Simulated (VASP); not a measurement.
# ZnO (P6_3mc) in VASP: further runs, part 2 of 3

VASP 6.6.1.

### Step 4. Electric field gradients, PBE (zz strain of -2 %)

INCAR

```
SYSTEM = ZnO
ALGO = Normal ; EDIFF = 1E-8
ENCUT = 520 ; GGA = PE
ISIF = 2 ; ISMEAR = -1
LASPH = .TRUE. ; LCHARG = .FALSE.
LEFG = .TRUE. ; LREAL = .FALSE.
LWAVE = .FALSE. ; NBANDS = 26
NELM = 80 ; PREC = Accurate
SIGMA = 0.02
```

KPOINTS

```
k-points
0
G
  11 11 6
  0 0 0
```

POSCAR

```
ZnO
1.0
    3.2493987239      0.0000000000      0.0000000000
   -1.6246993619      2.8140618419      0.0000000000
    0.0000000000      0.0000000000      5.0997240000
Zn O
2 2
Direct
    0.3333333333      0.6666666667      0.0000000000
    0.6666666667      0.3333333333      0.5000000000
    0.3333333333      0.6666666667      0.3821000000
    0.6666666667      0.3333333333      0.8821000000
```

Potentials or basis: VASP PAW PBE potentials, release 64 (Zn, O).

On the command line:

```console
$ cat potpaw_PBE.64/Zn/POTCAR potpaw_PBE.64/O/POTCAR > POTCAR
$ mpirun -np 1 vasp_std > vasp.out
```

OUTCAR:

```text
SYSTEM = ZnO
   EDIFF = 1E-8
   ENCUT = 520
   GGA = PE
   ISIF = 2
   ISMEAR = -1
   LASPH = .TRUE.
   LREAL = .FALSE.
   NELM = 80
   PREC = Accurate

 ion  position               nearest neighbor table
   1  0.333  0.667  0.000-   3 1.95   4 1.97   4 1.97   4 1.97
   2  0.667  0.333  0.500-   4 1.95   3 1.97   3 1.97   3 1.97
   3  0.333  0.667  0.382-   1 1.95   2 1.97   2 1.97   2 1.97
   4  0.667  0.333  0.882-   2 1.95   1 1.97   1 1.97   1 1.97

  LATTYP: Found a hexagonal cell.
 ALAT       =     3.2493987239
 C/A-ratio  =     1.5694362045

  Lattice vectors:

 A1 = (   3.2493987239,   0.0000000000,   0.0000000000)
 A2 = (  -1.6246993619,   2.8140618419,   0.0000000000)
 A3 = (   0.0000000000,   0.0000000000,   5.0997240000)

Analysis of symmetry for initial positions (statically):
=====================================================================
 Subroutine PRICEL returns:
 Original cell was already a primitive cell.

 Routine SETGRP: Setting up the symmetry group for a
 hexagonal supercell.

 Subroutine GETGRP returns: Found 12 space group operations
[... 896 lines left out ...]
     -0.00000      1.87604      0.00000         0.000000      0.000000     -0.195320
      1.62470      0.93802      2.54986        -0.000000     -0.000000     -0.195320
     -0.00000      1.87604      1.94860        -0.000000     -0.000000      0.195320
      1.62470      0.93802      4.49847         0.000000      0.000000      0.195320
 -----------------------------------------------------------------------------------
    total drift:                               -0.000000      0.000000      0.001233

  FREE ENERGIE OF THE ION-ELECTRON SYSTEM (eV)
  ---------------------------------------------------
  free  energy   TOTEN  =       -17.7655619720 eV

  energy  without entropy=      -17.7655619720  energy(sigma->0) =      -17.76556197

 Electric field gradients (V/A^2)
---------------------------------------------------------------------
 ion       V_xx      V_yy      V_zz      V_xy      V_xz      V_yz
---------------------------------------------------------------------
   1       1.007     1.006    -2.013    -0.001     0.000    -0.000
   2       1.007     1.006    -2.013    -0.001    -0.000     0.000
   3       2.854     2.849    -5.703    -0.004     0.000    -0.000
   4       2.854     2.849    -5.703    -0.004    -0.000     0.000
---------------------------------------------------------------------

 Electric field gradients after diagonalization (V/A^2)
 (convention: |V_zz| > |V_xx| > |V_yy|)
----------------------------------------------------------------------
 ion       V_xx      V_yy      V_zz     asymmetry (V_yy - V_xx)/ V_zz
----------------------------------------------------------------------
   1       1.008     1.006    -2.013       0.001
   2       1.008     1.006    -2.013       0.001
   3       2.856     2.847    -5.703       0.002
   4       2.856     2.847    -5.703       0.002
----------------------------------------------------------------------

           NMR quadrupolar parameters

 Cq : quadrupolar parameter    Cq=e*Q*V_zz/h
 eta: asymmetry parameters     (V_yy - V_xx)/ V_zz
 Q  : nuclear electric quadrupole moment in mb (millibarn)
----------------------------------------------------------------------
 ion       Cq(MHz)       eta       Q (mb)
----------------------------------------------------------------------
   1      -0.005       0.001       1.000
   2      -0.005       0.001       1.000
   3      -0.014       0.002       1.000
   4      -0.014       0.002       1.000
----------------------------------------------------------------------
```

OSZICAR:

```text
N       E                     dE             d eps       ncg     rms          rms(c)
DAV:   1     0.298763652215E+03    0.29876E+03   -0.18181E+04  3368   0.204E+03
DAV:   2     0.115320708568E+02   -0.28723E+03   -0.26886E+03  3454   0.414E+02
DAV:   3    -0.203751851155E+02   -0.31907E+02   -0.31491E+02  3684   0.140E+02
DAV:   4    -0.210081924585E+02   -0.63301E+00   -0.63144E+00  3708   0.203E+01
DAV:   5    -0.210113220326E+02   -0.31296E-02   -0.31294E-02  3576   0.148E+00    0.152E+01
DAV:   6    -0.175887497345E+02    0.34226E+01   -0.65153E+00  5192   0.609E+01    0.935E+00
DAV:   7    -0.178026477131E+02   -0.21390E+00   -0.29520E+00  3380   0.169E+01    0.557E+00
DAV:   8    -0.178134986943E+02   -0.10851E-01   -0.48540E-01  4930   0.758E+00    0.163E+00
DAV:   9    -0.177627131895E+02    0.50786E-01   -0.10338E-01  4900   0.643E+00    0.290E-01
DAV:  10    -0.177654692834E+02   -0.27561E-02   -0.37211E-02  3376   0.132E+00    0.136E-01
DAV:  11    -0.177655178199E+02   -0.48537E-04   -0.53066E-04  3542   0.199E-01    0.325E-02
DAV:  12    -0.177655613476E+02   -0.43528E-04   -0.63108E-05  3840   0.169E-01    0.215E-02
DAV:  13    -0.177655670361E+02   -0.56885E-05   -0.17108E-05  3632   0.774E-02    0.183E-02
DAV:  14    -0.177655621886E+02    0.48475E-05   -0.97837E-06  4848   0.386E-02    0.235E-03
DAV:  15    -0.177655620765E+02    0.11206E-06   -0.22755E-06  3398   0.123E-02    0.863E-04
DAV:  16    -0.177655620046E+02    0.71889E-07   -0.17407E-08  2864   0.208E-03    0.392E-04
DAV:  17    -0.177655619648E+02    0.39864E-07   -0.17479E-08  2346   0.133E-03    0.429E-04
DAV:  18    -0.177655619720E+02   -0.72350E-08   -0.34171E-09  1694   0.777E-04
   1 F= -.17765562E+02 E0= -.17765562E+02  d E =-.226077E-10
```

stdout:

```text
POSCAR found type information on POSCAR ZnO
 POSCAR found :  2 types and       4 ions
 scaLAPACK will be used
 LDA part: xc-table for (Slater+PW92), standard interpolation
 POSCAR, INCAR and KPOINTS ok, starting setup
 FFT: planning ... GRIDC
 FFT: planning ... GRID_SOFT
 FFT: planning ... GRID
 WAVECAR not read
 entering main loop
ion   1

ion   2

ion   3

ion   4
```

Wall time 58 s (1 thread of Intel Xeon Platinum 8124M at 3.00GHz (Skylake/Cascade Lake), shared host); peak memory 0.2 GiB.

Results:

```yaml
Free_energy: -17.7656 eV
Pressure: 9.3 GPa
Largest_force: 0.195 eV/Å
Band_gap_on_the_k_mesh: 0.84 eV, direct
```

Forces in eV/Å, atoms in the order of the input:
```
Zn   0.000  0.000 -0.195
Zn   0.000  0.000 -0.195
O    0.000  0.000  0.195
O    0.000  0.000  0.195
```

Stress tensor (GPa, compression positive):
```
 7.52  0.00  0.00
 0.00  7.52  0.00
 0.00  0.00 12.85
```

Levels at points of the mesh, in eV from the valence-band top:
```csv
k point,band 15,band 16,band 17,band 18,band 19,band 20,band 21,band 22
"(0.00, 0.00, 0.00)",-0.86,-0.05,0.00,0.00,0.84,5.22,8.53,12.78
"(0.00, 0.00, 0.50)",-0.42,-0.42,-0.42,-0.42,3.55,3.55,10.35,10.35
```

Electric field gradients, principal values (V/Å²):
| atom | least | middle | greatest (by size) |
| --- | --- | --- | --- |
| 1 Zn | 1.006 | 1.008 | -2.013 |
| 2 Zn | 1.006 | 1.008 | -2.013 |
| 3 O | 2.847 | 2.856 | -5.703 |
| 4 O | 2.847 | 2.856 | -5.703 |

Caveat: the cell differs from its parent crystal (zz strain of -2 %); without QUAD_EFG the Cq values of the log hold for a quadrupole moment of 1 mb, not for the nuclei.

### Step 5. Electric field gradients, PBE (zz strain of +1 %)

INCAR

```
PREC = Accurate
ENCUT = 520
EDIFF = 1E-8
ISMEAR = -1
SIGMA = 0.02
LREAL = F
LASPH = T
NELM = 100
ALGO = Normal
ISIF = 2
LWAVE = F
LCHARG = F
GGA = PE
LEFG = T
NBANDS = 26
```

KPOINTS

```
Automatic mesh
0
Gamma
  11 11 6
```

POSCAR, as its differences from that of step 4:

```diff
@@ -4,3 +4,3 @@
    -1.6246993619      2.8140618419      0.0000000000
-    0.0000000000      0.0000000000      5.0997240000
+    0.0000000000      0.0000000000      5.2558380000
 Zn O
```

Potentials or basis: VASP PAW PBE potentials, release 64 (Zn, O).

On the command line:

```console
$ cat potpaw_PBE.64/Zn/POTCAR potpaw_PBE.64/O/POTCAR > POTCAR
$ mpirun -np 1 vasp_std > vasp.out
```

OUTCAR:

```text
PREC = Accurate
   ENCUT = 520
   EDIFF = 1E-8
   ISMEAR = -1
   LREAL = F
   LASPH = T
   NELM = 100
   ISIF = 2
   GGA = PE

 ion  position               nearest neighbor table
   1  0.333  0.667  0.000-   4 1.98   4 1.98   4 1.98   3 2.01
   2  0.667  0.333  0.500-   3 1.98   3 1.98   3 1.98   4 2.01
   3  0.333  0.667  0.382-   2 1.98   2 1.98   2 1.98   1 2.01
   4  0.667  0.333  0.882-   1 1.98   1 1.98   1 1.98   2 2.01

  LATTYP: Found a hexagonal cell.
 ALAT       =     3.2493987239
 C/A-ratio  =     1.6174801699

  Lattice vectors:

 A1 = (   3.2493987239,   0.0000000000,   0.0000000000)
 A2 = (  -1.6246993619,   2.8140618419,   0.0000000000)
 A3 = (   0.0000000000,   0.0000000000,   5.2558380000)

Analysis of symmetry for initial positions (statically):
=====================================================================
 Subroutine PRICEL returns:
 Original cell was already a primitive cell.

 Routine SETGRP: Setting up the symmetry group for a
 hexagonal supercell.

 Subroutine GETGRP returns: Found 12 space group operations
 (whereof  6 operations were pure point group operations)
 out of a pool of 24 trial point group operations.

The static configuration has the point symmetry C_3v.
 The point group associated with its full space group is C_6v.

Analysis of symmetry for dynamics (positions and initial velocities):
=====================================================================
 Subroutine PRICEL returns:
 Original cell was already a primitive cell.

[... 861 lines left out ...]

 [... further k-points ...]

------------------------ aborting loop because EDIFF is reached ----------------------------------------

  FORCE on cell =-STRESS in cart. coord.  units (eV):
  Direction    XX          YY          ZZ          XY          YZ          ZX
  --------------------------------------------------------------------------------------
  -------------------------------------------------------------------------------------
  Total        1.5540799      1.5540799      0.9828440      0.0000000      0.0000000     -0.0000000
  in kB       51.8090106     51.8090106     32.7654805      0.0000000      0.0000000     -0.0000000
  external PRESSURE =      45.4611673 kB  Pullay stress =       0.0000000 kB

 VOLUME and BASIS-vectors are now :
 -----------------------------------------------------------------------------
  energy-cutoff  :      520.00
  volume of cell :       48.06
      direct lattice vectors                 reciprocal lattice vectors
     3.249398724  0.000000000  0.000000000     0.307749244  0.177679109  0.000000000
    -1.624699362  2.814061842  0.000000000     0.000000000  0.355358217  0.000000000
     0.000000000  0.000000000  5.255838000     0.000000000  0.000000000  0.190264616

 POSITION                                       TOTAL-FORCE (eV/Angst)
 -----------------------------------------------------------------------------------
     -0.00000      1.87604      0.00000        -0.000000      0.000000      0.118558
      1.62470      0.93802      2.62792         0.000000     -0.000000      0.118558
     -0.00000      1.87604      2.00826         0.000000      0.000000     -0.118558
      1.62470      0.93802      4.63617        -0.000000      0.000000     -0.118558
 -----------------------------------------------------------------------------------
    total drift:                               -0.000000     -0.000000     -0.000612

  FREE ENERGIE OF THE ION-ELECTRON SYSTEM (eV)
  ---------------------------------------------------
  free  energy   TOTEN  =       -17.8367731154 eV

  energy  without entropy=      -17.8367731154  energy(sigma->0) =      -17.83677312

 Electric field gradients (V/A^2)
---------------------------------------------------------------------
 ion       V_xx      V_yy      V_zz      V_xy      V_xz      V_yz
---------------------------------------------------------------------
   1      -6.008    -6.009    12.018    -0.001     0.000    -0.000
   2      -6.008    -6.009    12.018    -0.001    -0.000     0.000
   3       1.100     1.096    -2.196    -0.004     0.000    -0.000
   4       1.100     1.096    -2.196    -0.004    -0.000     0.000
---------------------------------------------------------------------

 Electric field gradients after diagonalization (V/A^2)
 (convention: |V_zz| > |V_xx| > |V_yy|)
----------------------------------------------------------------------
 ion       V_xx      V_yy      V_zz     asymmetry (V_yy - V_xx)/ V_zz
----------------------------------------------------------------------
   1      -6.010    -6.008    12.018       0.000
   2      -6.010    -6.008    12.018       0.000
   3       1.103     1.094    -2.196       0.004
   4       1.103     1.094    -2.196       0.004
----------------------------------------------------------------------

           NMR quadrupolar parameters

 Cq : quadrupolar parameter    Cq=e*Q*V_zz/h
 eta: asymmetry parameters     (V_yy - V_xx)/ V_zz
 Q  : nuclear electric quadrupole moment in mb (millibarn)
----------------------------------------------------------------------
 ion       Cq(MHz)       eta       Q (mb)
----------------------------------------------------------------------
   1       0.029       0.000       1.000
   2       0.029       0.000       1.000
   3      -0.005       0.004       1.000
   4      -0.005       0.004       1.000
----------------------------------------------------------------------
```

stdout:

```text
POSCAR found type information on POSCAR ZnO
 POSCAR found :  2 types and       4 ions
 scaLAPACK will be used
 LDA part: xc-table for (Slater+PW92), standard interpolation
 POSCAR, INCAR and KPOINTS ok, starting setup
 FFT: planning ... GRIDC
 FFT: planning ... GRID_SOFT
 FFT: planning ... GRID
 WAVECAR not read
 entering main loop
ion   1

ion   2

ion   3

ion   4
```

Run time: 58 s. Hardware: 1 thread of Intel Xeon Platinum 8124M at 3.00GHz (Skylake/Cascade Lake), shared host; peak memory 0.2 GiB.

What came out:

```yaml
Free_energy: -17.8368 eV
Pressure: 4.5 GPa
Largest_force: 0.119 eV/Å
Band_gap_on_the_k_mesh: 0.76 eV, direct
```

Forces on the atoms (eV/Å):
```
Zn   0.000  0.000  0.119
Zn   0.000  0.000  0.119
O    0.000  0.000 -0.119
O    0.000  0.000 -0.119
```

Electric field gradients, principal values (V/Å²):
| atom | least | middle | greatest (by size) |
| --- | --- | --- | --- |
| 1 Zn | -6.008 | -6.010 | 12.018 |
| 2 Zn | -6.008 | -6.010 | 12.018 |
| 3 O | 1.094 | 1.103 | -2.196 |
| 4 O | 1.094 | 1.103 | -2.196 |

Caveat: the cell differs from its parent crystal (zz strain of +1 %); without QUAD_EFG the Cq values of the log hold for a quadrupole moment of 1 mb, not for the nuclei.

(Continued in part 3 of 3.)
